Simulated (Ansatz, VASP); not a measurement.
## AlN in VASP and in Ansatz

Contents of POSCAR:

```
AlN
1.0
   -0.1035408465      2.1988819257      2.1988819257
    2.1988819257     -0.1035408465      2.1988819257
    2.1988819257      2.1988819257     -0.1035408465
Al N
1 1
Direct
   -0.0025356267     -0.0025356267     -0.0025356267
    0.2525356267      0.2525356267      0.2525356267
```

Contents of INCAR.step1:

```
SYSTEM = AlN
PREC = Accurate
ENCUT = 520
ISMEAR = 0
SIGMA = 0.01
LREAL = .FALSE.
LASPH = .TRUE.
NELM = 100
NBANDS = 11
GGA = PE
ALGO = Normal
EDIFF = 1E-4
LWAVE = .TRUE.
LCHARG = .FALSE.
```

Contents of INCAR.step2:

```
SYSTEM = AlN
PREC = Accurate
ENCUT = 520
EDIFF = 1E-7
ISMEAR = 0
SIGMA = 0.01
LREAL = .FALSE.
LASPH = .TRUE.
NELM = 100
ALGO = Normal
ISIF = 2
LWAVE = .FALSE.
LCHARG = .FALSE.
METAGGA = R2SCAN
LMIXTAU = .TRUE.
NBANDS = 11
ISTART = 1
```

KPOINTS

```
regular mesh
0
G
  10 10 10
  0 0 0
```

Input for Ansatz:

```yaml
crystal:
  lattice:
    - [-0.1035408465, 2.1988819257, 2.1988819257]
    - [2.1988819257, -0.1035408465, 2.1988819257]
    - [2.1988819257, 2.1988819257, -0.1035408465]
  atoms:
    - { symbol: Al, position: [-0.0025356267, -0.0025356267, -0.0025356267] }
    - { symbol: "N", position: [0.2525356267, 0.2525356267, 0.2525356267] }
kpoints:
  mp_grid: { grid: [10, 10, 10] }
  band_path:
    path:
      - [0.0, 0.0, 0.0]
      - [-0.5, -0.5, 0.0]
      - [-0.375, -0.375, 0.25]
      - [-0.375, 0.0, 0.375]
      - [0.0, 0.0, 0.5]
      - [-0.5, -0.25, 0.25]
    npoints: 1
hamiltonian:
  xc: r2scan
scf:
  occupations: { method: fixed }
  n_extra_bands: 4
output:
  forces: true
  stress: true
  eigenvalues: true
```

Change from the starting cell: epitaxial_111 strain +5.4%.

Alike in both runs: task single point; functional r2SCAN; k mesh 10 × 10 × 10; no spin polarisation.

|  | VASP | Ansatz |
| --- | --- | --- |
| version | VASP 6.6.1 | Ansatz 0.2.0 |
| potentials or method | VASP PAW PBE potentials, release 64 (Al, N) | plane waves, PAW |
| plane-wave cutoff (eV) | 520 | 500 |
| occupations | gaussian, width 0.01 eV | fixed |
| valence electrons in the cell | 8 | 8 |

Ansatz gave:

| Quantity | Value |
| --- | --- |
| gap on the k mesh at the Fermi level (eV) | 3.48 |
| pressure (GPa) | -15.2 |
| traceless stress, the component that is largest in VASP (GPa) | 7.61 |

Question: Which values does VASP return?

Answer: gap on the k mesh at the Fermi level (eV): 3.48; pressure (GPa): -15.6; traceless stress, the component that is largest in VASP (GPa): 7.68.

VASP's potentials were made for PBE, not for r2SCAN.
